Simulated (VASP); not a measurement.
# MnO (F-43m) in VASP: notebook, part 2 of 2

VASP 6.6.1. Earlier steps stand in the parts before.

## 3. Single point, PBE, collinear spin, ferromagnetic start

This run uses another cell than the first one, of 10.86 Å³/atom, 0.785 times its volume.

Contents of INCAR:

```
SYSTEM = MnO
PREC = Accurate
ENCUT = 520
EDIFF = 1E-7
ISMEAR = 0
SIGMA = 0.1
LREAL = .False.
LASPH = .True.
NELM = 150
ALGO = Normal
ISIF = 2
LWAVE = .False.
LCHARG = .True.
ISPIN = 2
MAGMOM = 4 0
LORBIT = 11
LMAXMIX = 4
GGA = PE
LELF = .True.
LVHAR = .True.
NBANDS = 20
```

Contents of KPOINTS:

```
Automatic mesh
0
Gamma
  6 6 6
  0 0 0
```

Contents of POSCAR:

```
MnO
1.0
    0.0000000000      2.2143692200      2.2143692200
    2.2143692200      0.0000000000      2.2143692200
    2.2143692200      2.2143692200      0.0000000000
Mn O
1 1
Direct
    0.2500000000      0.2500000000      0.2500000000
    0.5000000000      0.5000000000      0.5000000000
```

Potentials or basis: VASP PAW PBE potentials, release 64 (Mn_pv, O).

Started as:

```console
$ cat potpaw_PBE.64/Mn_pv/POTCAR potpaw_PBE.64/O/POTCAR > POTCAR
$ mpirun -np 1 vasp_std > vasp.out
```

Wall time 34 s (1 thread of AMD EPYC 7R13, shared host); peak memory 0.12 GiB.

Results (log left out):

```yaml
Free_energy: -15.9712 eV
Pressure: 27.1 GPa
Net_moment: 4.01 μB per cell
Site_moments: Mn +3.67; O +0.14 μB
Valence_electrons_inside_the_program's_atomic_spheres: Mn 11.69; O 5.08
```

Levels at points of the mesh, in eV from the Fermi level:
Spin up:
```
           k point  band 10  band 11  band 12  band 13  band 14  band 15
(0.00, 0.00, 0.00)    -0.83     0.89     0.89     0.89    14.05    14.05
(0.50, 0.00, 0.00)    -2.21    -0.20    -0.20     5.07     6.47    13.57
(0.50, 0.50, 0.00)    -1.83    -1.31    -1.31     5.11     9.46    11.59
```
Spin down:
```csv
k point,band 5,band 6,band 7,band 8,band 9,band 10
"(0.00, 0.00, 0.00)",-6.39,-6.39,-6.39,-0.06,1.10,1.10
"(0.50, 0.00, 0.00)",-7.69,-6.07,-6.07,0.70,1.31,1.31
"(0.50, 0.50, 0.00)",-7.82,-5.74,-5.74,-1.03,1.34,1.78
```

Caveat: the k points lie up to 0.41 Å⁻¹ apart; a cell with one magnetic atom can't hold antiferromagnetic order, which such compounds often take; semilocal functionals often make such compounds metallic where correlation or magnetic order opens a gap, which also shifts bond lengths.

## 4. Single point, PBE, collinear spin, ferromagnetic start

Contents of INCAR:

```
PREC = Accurate ; ENCUT = 520
EDIFF = 1E-7 ; ISMEAR = 0
SIGMA = 0.1 ; LREAL = False
LASPH = True ; NELM = 150
ALGO = Normal ; ISIF = 2
LWAVE = False ; LCHARG = False
ISPIN = 2 ; MAGMOM = 4 0
LORBIT = 11 ; LMAXMIX = 4
GGA = PE ; NBANDS = 20
```

Contents of KPOINTS:

```
Automatic mesh
0
Gamma
  6 6 6
```

Contents of POSCAR:

```
MnO
1.0
    0.0000000000      2.4003924349      2.4003924349
    2.4003924349      0.0000000000      2.4003924349
    2.4003924349      2.4003924349      0.0000000000
Mn O
1 1
Direct
    0.2500000000      0.2500000000      0.2500000000
    0.5000000000      0.5000000000      0.5000000000
```

Started as:

```console
$ cat potpaw_PBE.64/Mn_pv/POTCAR potpaw_PBE.64/O/POTCAR > POTCAR
$ mpirun -np 1 vasp_std > vasp.out
```

It took 51 s on 1 thread of AMD EPYC 7R13, shared host; peak memory 0.14 GiB.

The run converged. Its results:

* Free energy: -16.4123 eV
* Pressure: 0.4 GPa
* Band gap on the k mesh: zero (filled and empty bands overlap)
* Net moment: 4.99 μB per cell
* Site moments: Mn +4.43; O +0.19 μB
* Valence electrons inside the program's atomic spheres: Mn 11.38; O 4.99

Levels at points of the mesh, in eV from the Fermi level:
Spin up:
```csv
k point,band 10,band 11,band 12,band 13,band 14,band 15
"(0.00, 0.00, 0.00)",-1.46,0.00,0.00,0.00,11.96,11.96
"(0.50, 0.00, 0.00)",-2.54,-0.82,-0.82,3.84,5.12,11.45
"(0.50, 0.50, 0.00)",-2.09,-1.80,-1.80,3.70,7.72,9.33
```
Spin down:
| k point | band 5 | band 6 | band 7 | band 8 | band 9 | band 10 |
| --- | --- | --- | --- | --- | --- | --- |
| (0.00, 0.00, 0.00) | -4.66 | -4.66 | -4.66 | -0.05 | 1.52 | 1.52 |
| (0.50, 0.00, 0.00) | -5.97 | -4.48 | -4.48 | 1.36 | 1.67 | 1.67 |
| (0.50, 0.50, 0.00) | -5.99 | -4.37 | -4.37 | 0.21 | 1.60 | 2.00 |

Caveat: the k points lie up to 0.38 Å⁻¹ apart; a cell with one magnetic atom can't hold antiferromagnetic order, which such compounds often take; semilocal functionals often make such compounds metallic where correlation or magnetic order opens a gap, which also shifts bond lengths. With open d or f shells a metallic result of PBE can be an artefact of self-interaction; +U or a hybrid may open a gap.

## 5. Relaxation of cell and atoms, PBE, collinear spin, ferromagnetic start

This run uses another cell than the first one, of 10.86 Å³/atom, 0.785 times its volume.

Contents of INCAR:

```
SYSTEM = MnO
PREC = Accurate
ENCUT = 600
EDIFF = 1E-6
ISMEAR = 0
SIGMA = 0.1
LREAL = .FALSE.
LASPH = .TRUE.
NELM = 150
ALGO = Normal
ISIF = 3
LWAVE = .FALSE.
LCHARG = .FALSE.
ISPIN = 2
MAGMOM = 4 0
LORBIT = 11
LMAXMIX = 4
GGA = PE
IBRION = 2
NSW = 90
EDIFFG = -0.04
```

Contents of KPOINTS:

```
Automatic mesh
0
G
  6 6 6
  0 0 0
```

Contents of POSCAR:

```
MnO
1.0
    0.0000000000      2.2143692200      2.2143692200
    2.2143692200      0.0000000000      2.2143692200
    2.2143692200      2.2143692200      0.0000000000
Mn O
1 1
Direct
    0.2500000000      0.2500000000      0.2500000000
    0.5000000000      0.5000000000      0.5000000000
```

Started as:

```console
$ cat potpaw_PBE.64/Mn_pv/POTCAR potpaw_PBE.64/O/POTCAR > POTCAR
$ mpirun -np 1 vasp_std > vasp.out
```

Wall time 10 min (1 thread of AMD EPYC 7R13, shared host); peak memory 0.16 GiB.

Results (log left out):

```yaml
Free_energy: -15.7034 eV
Relaxed_volume: 10.20 Å³/atom
Relaxed_cell: a = 3.067 Å, b = 3.067 Å, c = 3.067 Å, α = 60.00°, β = 60.00°, γ = 60.00°
Space_group_after_relaxing_to_0.05_Å: F-43m (No. 216)
Energy_gained_by_relaxing: -135.2 meV/atom
Ionic_steps: 21
Pressure_after_relaxing: 0.0 GPa
Net_moment: -0.43 μB per cell
Site_moments: Mn -0.40; O -0.01 μB
Valence_electrons_inside_the_program's_atomic_spheres: Mn 11.88; O 5.04
```

The path:
| step | energy change (eV) | largest force (eV/Å) | pressure (GPa) | volume (Å³) |
| --- | --- | --- | --- | --- |
| 1 | 0.0000 | 0.0000 | 26.89 | 21.72 |
| 2 | 1.3211 | 0.0000 | -25.65 | 27.96 |
| 3 | 0.6518 | 0.0000 | -24.35 | 24.39 |
| 4 | 0.4503 | 0.0000 | -19.69 | 23.02 |
| 5 | 0.3853 | 0.0000 | -16.49 | 22.44 |
| 6 | 0.3503 | 0.0000 | -14.25 | 22.08 |
| 7 | 0.3350 | 0.0000 | -13.02 | 21.90 |
| 8 | 0.3279 | 0.0000 | -12.35 | 21.81 |
| 9 | 0.3245 | 0.0000 | -12.05 | 21.76 |
| 10 | 0.3228 | 0.0000 | -11.86 | 21.74 |
| 11 | 0.3220 | 0.0000 | -11.76 | 21.73 |
| 12 | 0.3216 | 0.0000 | -11.67 | 21.72 |
| 13 | 0.3214 | 0.0000 | -11.66 | 21.72 |
| 14 | 0.3213 | 0.0000 | -11.53 | 21.72 |
| 15 | 0.3212 | 0.0000 | -11.55 | 21.72 |
| 16 | 0.3212 | 0.0000 | -11.60 | 21.72 |
| 17 | 0.3212 | 0.0000 | -11.63 | 21.72 |
| 18 | 0.3212 | 0.0000 | -11.64 | 21.72 |
| 19 | 0.3212 | 0.0000 | -11.65 | 21.72 |
| 20 | 0.2833 | 0.0000 | 7.01 | 19.79 |
| 21 | 0.2704 | 0.0000 | 0.02 | 20.40 |

Final structure:
```cif
data_structure
_symmetry_space_group_name_H-M 'P 1'
_symmetry_Int_Tables_number 1
_cell_length_a 3.0670
_cell_length_b 3.0670
_cell_length_c 3.0670
_cell_angle_alpha 60.000
_cell_angle_beta 60.000
_cell_angle_gamma 60.000
_cell_volume 20.40
loop_
_atom_site_label
_atom_site_type_symbol
_atom_site_fract_x
_atom_site_fract_y
_atom_site_fract_z
_atom_site_occupancy
Mn1 Mn 0.25000 0.25000 0.25000 1
O1 O 0.50000 0.50000 0.50000 1
```

Levels at points of the mesh, in eV from the Fermi level:
Spin up:
| k point | band 6 | band 7 | band 8 | band 9 | band 10 | band 11 | band 12 | band 13 |
| --- | --- | --- | --- | --- | --- | --- | --- | --- |
| (0.00, 0.00, 0.00) | -7.25 | -7.25 | -0.44 | -0.44 | 0.00 | 2.49 | 2.49 | 2.49 |
| (0.50, 0.00, 0.00) | -6.86 | -6.86 | -0.52 | -0.20 | -0.20 | 1.44 | 1.44 | 6.17 |
| (0.50, 0.50, 0.00) | -6.36 | -6.36 | -2.03 | 0.10 | 0.20 | 0.56 | 0.56 | 6.59 |
Spin down:
| k point | band 6 | band 7 | band 8 | band 9 | band 10 | band 11 | band 12 | band 13 | band 14 | band 15 |
| --- | --- | --- | --- | --- | --- | --- | --- | --- | --- | --- |
| (0.00, 0.00, 0.00) | -7.31 | -7.31 | -1.06 | -1.06 | -0.06 | 2.34 | 2.34 | 2.34 | 15.44 | 15.44 |
| (0.50, 0.00, 0.00) | -6.94 | -6.94 | -0.78 | -0.78 | -0.69 | 1.27 | 1.27 | 6.09 | 7.45 | 15.01 |
| (0.50, 0.50, 0.00) | -6.40 | -6.40 | -2.16 | -0.45 | -0.40 | 0.37 | 0.37 | 6.47 | 10.51 | 13.36 |

Caveat: the k points lie up to 0.42 Å⁻¹ apart in the final cell; the moment fell far below its start of 4 μB, so a state of higher moment may lie lower in energy; a cell with one magnetic atom can't hold antiferromagnetic order, which such compounds often take; semilocal functionals often make such compounds metallic where correlation or magnetic order opens a gap, which also shifts bond lengths. With open d or f shells a metallic result of PBE can be an artefact of self-interaction; +U or a hybrid may open a gap.

## 6. The runs side by side

```csv
task,cell,k mesh,cutoff (eV),gap on the mesh (eV),pressure (GPa),moment (μB)
single point,"a = 3.395 Å, angles 60.0°, 2 atoms",20 × 20 × 20,520,none,0.3,5.00
single point,"a = 3.132 Å, angles 60.0°, 2 atoms",6 × 6 × 6,520,none,27.1,4.01
single point,"a = 3.395 Å, angles 60.0°, 2 atoms",6 × 6 × 6,520,none,0.4,4.99
relaxation of cell and atoms,"relaxed from a = 3.132 Å, angles 60.0°, 2 atoms",6 × 6 × 6,600,none,0.0,0.43
```

Alike in all rows: level PBE; potentials or basis VASP PAW PBE potentials, release 64 (Mn_pv, O); spin collinear, ferromagnetic start; smearing gaussian 0.1 eV.

Caveats: some runs use coarse meshes; a cell with one magnetic atom can't hold antiferromagnetic order, which such compounds often take; semilocal functionals often make such compounds metallic where correlation or magnetic order opens a gap, which also shifts bond lengths; the moment fell far below its start of 4 μB, so a state of higher moment may lie lower in energy (some runs).

Total energies depend on the potentials used, so only differences within one code and one set of settings carry meaning.
